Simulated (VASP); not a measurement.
# Sb in VASP: a series of runs, part 2 of 2

VASP 6.6.1.

### 6 Relaxation of the atoms, LDA

Contents of INCAR:

```
SYSTEM = Sb
  ALGO = Normal
  DIPOL = 0.5 0.5 0.500
  EDIFF = 1E-6
  EDIFFG = -0.01
  ENCUT = 520
  GGA = CA
  IBRION = 2
  IDIPOL = 3
  ISIF = 2
  ISMEAR = -1
  LASPH = .TRUE.
  LCHARG = .FALSE.
  LDIPOL = .TRUE.
  LREAL = .FALSE.
  LWAVE = .FALSE.
  NELM = 60
  NSW = 32
  PREC = Accurate
  SIGMA = 0.05
```

Contents of KPOINTS:

```
k-points
0
G
  14 14 1
  0 0 0
```

Contents of POSCAR:

```
Sb
1.0
    3.3135280288      0.0000000000      0.0000000000
   -1.6567640144      2.8695994490      0.0000000000
    0.0000000000      0.0000000000     26.8219000000
Sb
5
Direct
    0.8333333333      0.1666666667      0.2994801182
    0.1666666667      0.8333333333      0.3953626039
    0.5000000000      0.5000000000      0.4999999994
    0.8333333333      0.1666666667      0.6046373963
    0.1666666667      0.8333333333      0.7005198821
```

Potentials or basis: VASP PAW LDA potentials, release 64 (Sb).

Started as:

```bash
cat potpaw_LDA.64/Sb/POTCAR > POTCAR
mpirun -np 1 vasp_std > vasp.out
```

OUTCAR:

```text
SYSTEM = Sb
   EDIFF = 1E-6
   EDIFFG = -0.01
   ENCUT = 520
   GGA = CA
   IBRION = 2
   ISIF = 2
   ISMEAR = -1
   LASPH = .TRUE.
   LREAL = .FALSE.
   NELM = 60
   NSW = 32
   PREC = Accurate

 ion  position               nearest neighbor table
   1  0.833  0.167  0.299-   2 3.21   2 3.21   2 3.21
   2  0.167  0.833  0.395-   1 3.21   1 3.21   1 3.21   3 3.40   3 3.40   3 3.40
   3  0.500  0.500  0.500-   2 3.40   2 3.40   2 3.40   4 3.40   4 3.40   4 3.40
   4  0.833  0.167  0.605-   5 3.21   5 3.21   5 3.21   3 3.40   3 3.40   3 3.40
   5  0.167  0.833  0.701-   4 3.21   4 3.21   4 3.21

  LATTYP: Found a hexagonal cell.
 ALAT       =     3.3135280288
 C/A-ratio  =     8.0946651928

  Lattice vectors:

 A1 = (   3.3135280288,   0.0000000000,   0.0000000000)
 A2 = (  -1.6567640144,   2.8695994490,   0.0000000000)
 A3 = (   0.0000000000,   0.0000000000,  26.8219000000)

Analysis of symmetry for initial positions (statically):
=====================================================================
 Subroutine PRICEL returns:
 Original cell was already a primitive cell.

 Routine SETGRP: Setting up the symmetry group for a
 hexagonal supercell.

 Subroutine GETGRP returns: Found 12 space group operations
 (whereof  4 operations were pure point group operations)
 out of a pool of 24 trial point group operations.

The static configuration has the point symmetry C_2h.
 The point group associated with its full space group is D_3d.

Analysis of symmetry for dynamics (positions and initial velocities):
=====================================================================
 Subroutine PRICEL returns:
 Original cell was already a primitive cell.

 Routine SETGRP: Setting up the symmetry group for a
 hexagonal supercell.

 Subroutine GETGRP returns: Found 12 space group operations
 (whereof  4 operations were pure point group operations)
 out of a pool of 24 trial point group operations.

The dynamic configuration has the point symmetry C_2h.
 The point group associated with its full space group is D_3d.

 Subroutine INISYM returns: Found 12 space group operations
 (whereof  4 operations are pure point group operations),
 and found     1 'primitive' translations

----------------------------------------------------------------------------------------

                                     Primitive cell

  volume of cell :     255.0360

  direct lattice vectors                    reciprocal lattice vectors
     3.313528029  0.000000000  0.000000000     0.301793131  0.174240346  0.000000000
    -1.656764014  2.869599449  0.000000000     0.000000000  0.348480691  0.000000000
     0.000000000  0.000000000 26.821900000     0.000000000  0.000000000  0.037282967

  length of vectors
     3.313528029  3.313528029 26.821900000     0.348480691  0.348480691  0.037282967

  position of ions in fractional coordinates (direct lattice)
     0.833333333  0.166666667  0.299480118
     0.166666667  0.833333333  0.395362604
     0.500000000  0.500000000  0.499999999
     0.833333333  0.166666667  0.604637396
     0.166666667  0.833333333  0.700519882

  ion indices of the primitive-cell ions
   primitive index   ion index
[... 59 lines left out ...]
   number of dos      NEDOS =    301   number of ions     NIONS =      5
   total plane-waves  NPLWV = 156800
   dimension x,y,z NGX =    28 NGY =   28 NGZ =  200
   dimension x,y,z NGXF=    56 NGYF=   56 NGZF=  400
   ions per type =               5
   NGX,Y,Z   is equivalent  to a cutoff of  14.05, 14.05, 12.40 a.u.
   NGXF,Y,Z  is equivalent  to a cutoff of  28.10, 28.10, 24.79 a.u.
 SYSTEM =  Sb
   PREC   = accura    normal or accurate (medium, high low for compatibility)
   ISTART =      0    job   : 0-new  1-cont  2-samecut
   ICHARG =      2    charge: 1-file 2-atom 10-const
   ISPIN  =      1    spin polarized calculation?
   LNONCOLLINEAR =      F non collinear calculations
   LSORBIT =      F    spin-orbit coupling
   LASPH  =      T    aspherical Exc in radial PAW
   ENCUT  =  520.0 eV  38.22 Ry    6.18 a.u.   6.16  6.16 49.87*2*pi/ulx,y,z
   NELM   =     60;   NELMIN=  2; NELMDL= -5     # of ELM steps
   EDIFF  = 0.1E-05   stopping-criterion for ELM
   LREAL  =      F    real-space projection
   EDIFFG = -.1E-01   stopping-criterion for IOM
   NSW    =     32    number of steps for IOM
   IBRION =      2    ionic relax: 0-MD 1-quasi-New 2-CG
   NFREE  =      1    steps in history (QN), initial steepest desc. (CG)
   ISIF   =      2    stress and relaxation
   ISYM   =      2    0-nonsym 1-usesym 2-fastsym
   POTIM  = 0.5000    time-step for ionic-motion
   TEBEG  =    0.0;   TEEND  =   0.0 temperature during run
   PSTRESS=    0.0 pullay stress
   NELECT =      25.0000    total number of electrons
   NUPDOWN=      -1.0000    fix difference up-down
   EMIN   =  10.00;   EMAX   =-10.00  energy-range for DOS
   EFERMI =   0.00;   METHOD = LEGACY
   ISMEAR =    -1;   SIGMA  =   0.05  broadening in eV -4-tet -1-fermi 0-gaus
   EFERMI_NEDOS =   21; number of points for ismear=-14 and -15
   IALGO  =     38    algorithm
   IMIX   =      4    mixing-type and parameters
     AMIX     =   0.40;   BMIX     =  1.00
     AMIX_MAG =   1.60;   BMIX_MAG =  1.00
  volume/ion in A,a.u.               =      51.01       344.21
  Fermi-wavevector in a.u.,A,eV,Ry     =   0.754839  1.426439  7.752354  0.569782
  Thomas-Fermi vector in A             =   1.852597
   LORBIT       =      0    0 simple, 1 ext, 2 COOP (PROOUT), +10 PAW based schemes
   GGA     = CA    functional components
   LHFCALC =     F    Hartree Fock is set to
   AEXX    =    0.0000 exact exchange contribution
   IVDW    =     0    specifies the selected vdW correction
   LEPSILON=     F    determine dielectric tensor
   LRPA    =     F    only Hartree local field effects (RPA)
 conjugate gradient relaxation of ions
 non-spin polarized calculation
  energy-cutoff  :      520.00
  volume of cell :      255.04
 maximum number of plane-waves:      6896
 NGX is ok and might be reduce to    28
   NGX = 13   NGY = 13   NGZ = 99

--------------------------------------- Ionic step        1  -------------------------------------------

 number of electron      24.9999999 magnetization

 Free energy of the ion-electron system (eV)
  ---------------------------------------------------
  ext. energy  EPLUGINS =         0.00000000
  ---------------------------------------------------
  free energy    TOTEN  =       -22.15399851 eV

  energy without entropy =      -22.11969178  energy(sigma->0) =      -22.13684514

------------------------ aborting loop because EDIFF is reached ----------------------------------------

  FORCE on cell =-STRESS in cart. coord.  units (eV):
  Direction    XX          YY          ZZ          XY          YZ          ZX
  --------------------------------------------------------------------------------------
  -------------------------------------------------------------------------------------
  Total       -1.4654335     -1.4654335      0.1763587      0.0000000      0.0000000     -0.0000000
  in kB       -9.2060905     -9.2060905      1.1079140      0.0000000      0.0000000     -0.0000000
  external PRESSURE =      -5.7680890 kB  Pullay stress =       0.0000000 kB
[... 65 lines left out ...]
--------------------------------------- Ionic step        3  -------------------------------------------

 number of electron      25.0000000 magnetization

 dipolmoment           0.000000      0.000000      0.000000 electrons x Angstroem

 Free energy of the ion-electron system (eV)
  ---------------------------------------------------
  ext. energy  EPLUGINS =         0.00000000
  ---------------------------------------------------
  free energy    TOTEN  =       -22.15435100 eV

  energy without entropy =      -22.12044250  energy(sigma->0) =      -22.13739675

 E-fermi :   2.4201     XC(G=0):  -5.9369

 val. band max:        2.4184162310   @ k =   0.2143   0.2143   0.0000
 cond. band min:       2.4314895971   @ k =   0.2857   0.2143   0.0000
 fundamental gap:      0.0130733661
 Fermi energy:         2.4201401934

 k-point     1 :       0.0000    0.0000    0.0000
  band No.  band energies     occupation
      1     -10.7583      2.00000
      2     -10.4685      2.00000
      3      -9.4230      2.00000
      4      -8.2060      2.00000
      5      -7.3820      2.00000
      6      -2.9644      2.00000
[... 435 lines left out ...]
      5      -5.3532      2.00000
      6      -2.2636      2.00000
[... 8 lines left out ...]
     15       0.9970      2.00000
     16       2.7285      0.00418

------------------------ aborting loop because EDIFF is reached ----------------------------------------

 vacuum level on the upper side and lower side of the slab       (xc-potential included)        -0.147        -0.147

  FORCE on cell =-STRESS in cart. coord.  units (eV):
  Direction    XX          YY          ZZ          XY          YZ          ZX
  --------------------------------------------------------------------------------------
  -------------------------------------------------------------------------------------
  Total       -1.5676804     -1.5676804      0.0907973      0.0000000      0.0000000      0.0000000
  in kB       -9.8484217     -9.8484217      0.5704036      0.0000000      0.0000000      0.0000000
  external PRESSURE =      -6.3754799 kB  Pullay stress =       0.0000000 kB
[... 20 lines left out ...]
  FREE ENERGIE OF THE ION-ELECTRON SYSTEM (eV)
  ---------------------------------------------------
  free  energy   TOTEN  =       -22.1543509984 eV

  energy  without entropy=      -22.1204425019  energy(sigma->0) =      -22.13739675

 reached required accuracy - stopping structural energy minimisation

 vacuum level on the upper side and lower side of the slab         6.638         6.638
```

Run time: 1.9 min. Hardware: 1 thread of Oxide Virtual Turin-like, shared host; peak memory 0.31 GiB.

Results:

```yaml
Free_energy: -22.1544 eV
Energy_gained_by_relaxing: 0.1 meV/atom
Ionic_steps: 3
Largest_force_after_relaxing: 0.008 eV/Å
```

Forces in eV/Å, atoms in the order of the input:
```
Sb   0.000  0.000 -0.008
Sb   0.000  0.000 -0.003
Sb   0.000  0.000  0.000
Sb   0.000  0.000  0.003
Sb   0.000  0.000  0.008
```

The path:
```csv
step,energy change (eV),largest force (eV/Å),pressure (GPa)
1,0.0000,0.0310,-0.58
2,-0.0001,0.0253,-0.59
3,-0.0004,0.0083,-0.64
```

Final structure:
```
Sb
1.0
     3.31353    0.00000    0.00000
    -1.65676    2.86960    0.00000
     0.00000    0.00000   26.82190
Sb
5
Direct
  0.83333 0.16667 0.29926
  0.16667 0.83333 0.39555
  0.50000 0.50000 0.50000
  0.83333 0.16667 0.60445
  0.16667 0.83333 0.70074
```

Levels at points of the mesh, in eV from the Fermi level:
```tsv
k point	band 9	band 10	band 11	band 12	band 13	band 14	band 15	band 16
(0.00, 0.00, 0.00)	0.99	2.92	3.84	3.84	4.00	4.00	4.00	4.60
(0.50, 0.00, 0.00)	-4.15	-4.03	-1.00	-0.74	-0.08	0.50	0.80	1.09
```

Caveat: the highest band is partly filled, so the run has too few bands; spin-orbit coupling is left out, which moves the levels of the heavy elements.

### 7 Overview

| task | cell | dipole correction | gap on the mesh (eV) | largest force (eV/Å) |
| --- | --- | --- | --- | --- |
| single point | as given | yes | none | 0.03 |
| single point | as given | no | none | 0.03 |
| relaxation of the atoms | atoms relaxed | yes | - | 0.01 |

Alike in all rows: level LDA; potentials or basis VASP PAW LDA potentials, release 64 (Sb); no spin polarisation; k mesh 14 × 14 × 1; cutoff (eV) 520; smearing fermi-dirac 0.05 eV.

Caveats: spin-orbit coupling is left out, which moves the levels of the heavy elements; the highest band is partly filled, so the run has too few bands (at least some runs).

Absolute energies hang on the potentials; compare differences alone.
